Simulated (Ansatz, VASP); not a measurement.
One calculation of Nb2B, two programs

```xyz
3
Lattice="4.3975 0.0000 0.0000 -2.1988 3.8084 0.0000 0.0000 0.0000 2.6728" Properties=species:S:1:pos:R:3 pbc="T T T"
Nb    0.0000    2.5389    1.3364
Nb    2.1988    1.2695    1.3364
B     0.0000    0.0000    0.0000
```

Change from the starting cell: species swapped into the MgB2 type (P6/mmm, No. 191).

Alike in both runs: task relaxation of cell and atoms; functional PBE; k mesh 12 × 12 × 18; occupations gaussian, width 0.1 eV; no spin polarisation.

|  | VASP | Ansatz |
| --- | --- | --- |
| version | VASP 6.6.1 | Ansatz 0.2.0 |
| potentials or method | VASP PAW PBE potentials, release 64 (Nb_sv, B), cutoff 600 eV | scalar-relativistic, plane waves, PAW |
| valence electrons in the cell | 29 | 29 |

```csv
,VASP,Ansatz,Ansatz less VASP
"gap on the k mesh at the Fermi level, each at its own relaxed structure (eV)",none,none,-
relaxed volume (Å³/atom),14.95,14.97,+0.011
relaxed cell length with the largest relative difference (Å),2.668,2.669,+0.0011
```

A gap of «none» marks a metal or a gap that the smearing closes.
